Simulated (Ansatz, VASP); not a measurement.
**Mg in VASP and in Ansatz**

```xyz
2
Lattice="3.1953 0.0000 0.0000 -1.5977 2.7672 0.0000 0.0000 0.0000 5.1879" Properties=species:S:1:pos:R:3 pbc="T T T"
Mg    0.0000    1.8448    1.2970
Mg    1.5977    0.9224    3.8910
```

Alike in both runs: task single point; functional PBE; k mesh 11 × 11 × 6; occupations fermi-dirac, width 0.3 eV; no spin polarisation.

|  | VASP | Ansatz |
| --- | --- | --- |
| version | VASP 6.6.1 | Ansatz 0.2.0 |
| potentials or method | VASP PAW PBE potentials, release 64 (Mg), cutoff 520 eV | plane waves (420 eV) with PAW, scalar-relativistic |
| valence electrons in the cell | 4 | 20 |

VASP gave:

```
pressure (GPa) : 0.2
```

Which values does Ansatz return?

Pressure (GPa): 0.3.

VASP's potentials hold 4 valence electrons a cell and Ansatz's 20, so a difference there can come from the potentials and not from the codes.
